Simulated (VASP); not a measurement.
# Zn (P6/mmm) in VASP: further runs

Zn is run at these levels: PBE; tasks: relaxation of cell and atoms.

Program: VASP 6.6.1. These are calculated values, not measurements. Logs are shortened: lines on timing, memory, paths and dates and some standing lists are left out, and cuts for length are marked.

**1. The cell of the first run**

It takes space group P6/mmm (No. 191, hexagonal). The conventional cell has a = 2.577 Å, b = 2.577 Å, c = 3.103 Å, α = 90.00°, β = 90.00°, γ = 120.00°. Within 3.4 Å of Zn (site symmetry 6/mmm) lie 8 Zn at 2.58 to 3.10 Å.

This isn't the form of Zn at room conditions, which is hcp.

**2. Relaxation of cell and atoms, PBE, target pressure -0.51 GPa, at which the enthalpy is minimised**

INCAR

```
ALGO     = Normal         # electronic algorithm
EDIFF    = 1E-6           # SCF threshold, eV
EDIFFG   = -0.005         # ionic threshold
ENCUT    = 600            # plane-wave cutoff, eV
GGA      = PE             # functional
IBRION   = 2              # ionic algorithm
ISIF     = 3              # what is computed and relaxed
ISMEAR   = -1             # smearing method
LASPH    = T              # aspherical terms in the spheres
LCHARG   = F              # write CHGCAR
LREAL    = F              # projectors in reciprocal space
LWAVE    = F              # write WAVECAR
NELM     = 100            # most SCF steps
NSW      = 32             # ionic steps
PREC     = Accurate       # precision mode
PSTRESS  = -5.1         
SIGMA    = 0.1            # smearing width, eV
```

KPOINTS

```
k-points
0
Gamma
  16 16 15
```

POSCAR

```
Zn
1.0
    2.5766973775      0.0000000000      0.0000000000
   -1.2883486888      2.2314853867      0.0000000000
    0.0000000000      0.0000000000      3.1029685370
Zn
1
Direct
    0.0000000000      0.0000000000      0.0000000000
```

Potentials or basis: VASP PAW PBE potentials, release 64 (Zn).

Command:

```console
$ cat potpaw_PBE.64/Zn/POTCAR > POTCAR
$ mpirun -np 1 vasp_std > vasp.out
```

OUTCAR:

```text
EDIFF = 1E-6
   EDIFFG = -0.005
   ENCUT = 600
   GGA = PE
   IBRION = 2
   ISIF = 3
   ISMEAR = -1
   LASPH = T
   LREAL = F
   NELM = 100
   NSW = 32
   PREC = Accurate
   PSTRESS = -5.1

 ion  position               nearest neighbor table
   1  0.000  0.000  0.000-

  LATTYP: Found a hexagonal cell.
 ALAT       =     2.5766973775
 C/A-ratio  =     1.2042425176

  Lattice vectors:

 A1 = (   2.5766973775,   0.0000000000,   0.0000000000)
 A2 = (  -1.2883486888,   2.2314853867,   0.0000000000)
 A3 = (   0.0000000000,   0.0000000000,   3.1029685370)

Analysis of symmetry for initial positions (statically):
=====================================================================
 Subroutine PRICEL returns:
 Original cell was already a primitive cell.

 Routine SETGRP: Setting up the symmetry group for a
 hexagonal supercell.

 Subroutine GETGRP returns: Found 24 space group operations
 (whereof 24 operations were pure point group operations)
 out of a pool of 24 trial point group operations.

The static configuration has the point symmetry D_6h.

Analysis of symmetry for dynamics (positions and initial velocities):
=====================================================================
 Subroutine PRICEL returns:
 Original cell was already a primitive cell.

 Routine SETGRP: Setting up the symmetry group for a
 hexagonal supercell.

 Subroutine GETGRP returns: Found 24 space group operations
 (whereof 24 operations were pure point group operations)
 out of a pool of 24 trial point group operations.

The dynamic configuration has the point symmetry D_6h.

 Subroutine INISYM returns: Found 24 space group operations
 (whereof 24 operations are pure point group operations),
 and found     1 'primitive' translations

----------------------------------------------------------------------------------------

                                     Primitive cell

  volume of cell :      17.8416

  direct lattice vectors                    reciprocal lattice vectors
     2.576697377  0.000000000  0.000000000     0.388093693  0.224065998  0.000000000
    -1.288348689  2.231485387  0.000000000     0.000000000  0.448131996  0.000000000
     0.000000000  0.000000000  3.102968537     0.000000000  0.000000000  0.322272040

  length of vectors
     2.576697377  2.576697377  3.102968537     0.448131996  0.448131996  0.322272040

  position of ions in fractional coordinates (direct lattice)
     0.000000000  0.000000000  0.000000000

  ion indices of the primitive-cell ions
   primitive index   ion index
                 1           1

----------------------------------------------------------------------------------------

 KPOINTS: k-points

Automatic generation of k-mesh.
 Grid dimensions read from file:
 generate k-points for:   16   16   15

 Generating k-lattice:

  Cartesian coordinates                     Fractional coordinates (reciprocal lattice)
     0.024255856  0.014004125  0.000000000     0.062500000  0.000000000  0.000000000
     0.000000000  0.028008250  0.000000000     0.000000000  0.062500000  0.000000000
     0.000000000  0.000000000  0.021484803     0.000000000  0.000000000  0.066666667

  Length of vectors
     0.028008250  0.028008250  0.021484803

  Shift w.r.t. Gamma in fractional coordinates (k-lattice)
     0.000000000  0.000000000  0.000000000

 Subroutine IBZKPT returns following result:
 ===========================================

 Found    240 irreducible k-points:

 Following reciprocal coordinates:
            Coordinates               Weight
  0.000000  0.000000  0.000000      1.000000
  0.062500 -0.000000  0.000000      6.000000
  0.125000 -0.000000  0.000000      6.000000
  0.187500  0.000000  0.000000      6.000000
  0.250000 -0.000000  0.000000      6.000000
  0.312500 -0.000000  0.000000      6.000000
[... 16 lines left out ...]
  0.187500  0.187500  0.000000      6.000000
  0.250000  0.187500  0.000000     12.000000
 [... further k-points ...]
   k-points           NKPTS =    240   k-points in BZ     NKDIM =    240   number of bands    NBANDS=     10
   number of dos      NEDOS =    301   number of ions     NIONS =      1
   total plane-waves  NPLWV =  16128
   dimension x,y,z NGX =    24 NGY =   24 NGZ =   28
   dimension x,y,z NGXF=    48 NGYF=   48 NGZF=   56
   ions per type =               1
   NGX,Y,Z   is equivalent  to a cutoff of  15.48, 15.48, 15.00 a.u.
   NGXF,Y,Z  is equivalent  to a cutoff of  30.97, 30.97, 30.00 a.u.
 SYSTEM =  unknown system
   PREC   = accura    normal or accurate (medium, high low for compatibility)
   ISTART =      0    job   : 0-new  1-cont  2-samecut
   ICHARG =      2    charge: 1-file 2-atom 10-const
   ISPIN  =      1    spin polarized calculation?
   LNONCOLLINEAR =      F non collinear calculations
   LSORBIT =      F    spin-orbit coupling
   LASPH  =      T    aspherical Exc in radial PAW
   ENCUT  =  600.0 eV  44.10 Ry    6.64 a.u.   5.15  5.15  6.20*2*pi/ulx,y,z
   NELM   =    100;   NELMIN=  2; NELMDL= -5     # of ELM steps
   EDIFF  = 0.1E-05   stopping-criterion for ELM
   LREAL  =      F    real-space projection
   EDIFFG = -.5E-02   stopping-criterion for IOM
   NSW    =     32    number of steps for IOM
   IBRION =      2    ionic relax: 0-MD 1-quasi-New 2-CG
   NFREE  =      1    steps in history (QN), initial steepest desc. (CG)
   ISIF   =      3    stress and relaxation
   ISYM   =      2    0-nonsym 1-usesym 2-fastsym
   POTIM  = 0.5000    time-step for ionic-motion
   TEBEG  =    0.0;   TEEND  =   0.0 temperature during run
   PSTRESS=   -5.1 pullay stress
   NELECT =      12.0000    total number of electrons
   NUPDOWN=      -1.0000    fix difference up-down
   EMIN   =  10.00;   EMAX   =-10.00  energy-range for DOS
   EFERMI =   0.00;   METHOD = LEGACY
   ISMEAR =    -1;   SIGMA  =   0.10  broadening in eV -4-tet -1-fermi 0-gaus
   EFERMI_NEDOS =   21; number of points for ismear=-14 and -15
   IALGO  =     38    algorithm
   IMIX   =      4    mixing-type and parameters
     AMIX     =   0.40;   BMIX     =  1.00
     AMIX_MAG =   1.60;   BMIX_MAG =  1.00
  volume/ion in A,a.u.               =      17.84       120.40
  Fermi-wavevector in a.u.,A,eV,Ry     =   1.434356  2.710540 27.992317  2.057377
  Thomas-Fermi vector in A             =   2.553774
   LORBIT       =      0    0 simple, 1 ext, 2 COOP (PROOUT), +10 PAW based schemes
   GGA     = PE    functional components
   LHFCALC =     F    Hartree Fock is set to
   AEXX    =    0.0000 exact exchange contribution
   IVDW    =     0    specifies the selected vdW correction
   LEPSILON=     F    determine dielectric tensor
   LRPA    =     F    only Hartree local field effects (RPA)
 conjugate gradient relaxation of ions
 non-spin polarized calculation
  energy-cutoff  :      600.00
  volume of cell :       17.84
 maximum number of plane-waves:       614
 NGX is ok and might be reduce to    24
   NGX = 11   NGY = 11   NGZ = 13

--------------------------------------- Ionic step        1  -------------------------------------------

 number of electron      12.0000003 magnetization

 Free energy of the ion-electron system (eV)
  ---------------------------------------------------
  ext. energy  EPLUGINS =         0.00000000
  ---------------------------------------------------
  free energy    TOTEN  =        -1.00276413 eV

  energy without entropy =       -0.99449856  energy(sigma->0) =       -0.99863134

------------------------ aborting loop because EDIFF is reached ----------------------------------------

  FORCE on cell =-STRESS in cart. coord.  units (eV):
  Direction    XX          YY          ZZ          XY          YZ          ZX
  --------------------------------------------------------------------------------------
  -------------------------------------------------------------------------------------
  Total       -0.0104612     -0.0104612     -0.0549345      0.0000000      0.0000000      0.0000000
  in kB       -0.9394125     -0.9394125     -4.9331072      0.0000000      0.0000000      0.0000000
  external PRESSURE =       2.8293559 kB  Pullay stress =      -5.1000000 kB
[... 170 lines left out ...]
  enthalpy is  TOTEN    =        -1.0596365460 eV   P V=       -0.0570206188

--------------------------------------- Ionic step        6  -------------------------------------------

 number of electron      12.0000004 magnetization

 Free energy of the ion-electron system (eV)
  ---------------------------------------------------
  ext. energy  EPLUGINS =         0.00000000
  ---------------------------------------------------
  free energy    TOTEN  =        -1.00264186 eV

  energy without entropy =       -0.99423048  energy(sigma->0) =       -0.99843617

 E-fermi :   1.9784     XC(G=0): -10.5916

 val. band max:        1.9609050019   @ k =   0.5000  -0.0000   0.4000
 cond. band min:       2.0203085319   @ k =   0.1875   0.0000   0.3333
 fundamental gap:      0.0594035300
 Fermi energy:         1.9783676092

 k-point     1 :       0.0000    0.0000    0.0000
  band No.  band energies     occupation
      1      -7.5010      2.00000
      2      -5.8575      2.00000
      3      -5.5702      2.00000
      4      -5.5701      2.00000
      5      -4.9885      2.00000
      6      -4.9885      2.00000
      7       7.8403      0.00000
      8      11.7822      0.00000
      9      22.0729      0.00000
     10      22.0729      0.00000
[... 287 lines left out ...]
 k-point    24 :       0.2500    0.1875    0.0000
  band No.  band energies     occupation
      1      -5.9257      2.00000
      2      -5.5807      2.00000
      3      -5.5003      2.00000
      4      -5.2383      2.00000
      5      -5.1810      2.00000
      6      -2.3420      2.00000
      7       7.4677      0.00000
      8       9.3808      0.00000
      9      12.8320      0.00000
     10      15.4582      0.00000

 [... further k-points ...]

------------------------ aborting loop because EDIFF is reached ----------------------------------------

  FORCE on cell =-STRESS in cart. coord.  units (eV):
  Direction    XX          YY          ZZ          XY          YZ          ZX
  --------------------------------------------------------------------------------------
  -------------------------------------------------------------------------------------
  Total       -0.0557118     -0.0557118     -0.0594000      0.0000000      0.0000000     -0.0000000
  in kB       -4.9849067     -4.9849067     -5.3149175      0.0000000      0.0000000     -0.0000000
  external PRESSURE =       0.0050897 kB  Pullay stress =      -5.1000000 kB
[... 16 lines left out ...]
  FREE ENERGIE OF THE ION-ELECTRON SYSTEM (eV)
  ---------------------------------------------------
  free  energy   TOTEN  =        -1.0026418585 eV

  energy  without entropy=       -0.9942304821  energy(sigma->0) =       -0.99843617

  enthalpy is  TOTEN    =        -1.0596399601 eV   P V=       -0.0569981017

 reached required accuracy - stopping structural energy minimisation
```

Run time: 69 s. Hardware: 1 thread of AMD EPYC 9R45 (Zen 5), shared host; peak memory 0.15 GiB.

What came out:

| Quantity | Value |
| --- | --- |
| Free energy | -1.0026 eV |
| Relaxed volume | 17.91 Å³/atom |
| Relaxed cell | a = 2.582 Å, b = 2.582 Å, c = 3.101 Å, α = 90.00°, β = 90.00°, γ = 120.00° |
| Space group after relaxing (to 0.1 Å) | P6/mmm (No. 191) |
| Energy change on relaxing (the run minimises the enthalpy) | +0.1 meV/atom |
| Ionic steps | 6 |
| Pressure after relaxing | -0.5 GPa |
| Band gap on the k mesh | zero (bands 6 and 7 overlap by 6.02 eV) |

Step by step:
```tsv
step	energy change (eV)	largest force (eV/Å)	pressure (GPa)	volume (Å³)
1	0.0000	0.0000	-0.23	17.84
2	0.0002	0.0000	-0.64	17.92
3	0.0001	0.0000	-0.48	17.91
4	0.0001	0.0000	-0.52	17.91
5	0.0001	0.0000	-0.56	17.91
6	0.0001	0.0000	-0.51	17.91
```

Final structure:
```cif
data_structure
_symmetry_space_group_name_H-M 'P 1'
_symmetry_Int_Tables_number 1
_cell_length_a 2.5820
_cell_length_b 2.5820
_cell_length_c 3.1014
_cell_angle_alpha 90.000
_cell_angle_beta 90.000
_cell_angle_gamma 120.000
_cell_volume 17.91
loop_
_atom_site_label
_atom_site_type_symbol
_atom_site_fract_x
_atom_site_fract_y
_atom_site_fract_z
_atom_site_occupancy
Zn1 Zn 0.00000 0.00000 0.00000 1
```

Caveat: the cell is relaxed towards a set pressure, so the run minimises the enthalpy, not the energy.

(Part 1 of 2 ends here.)
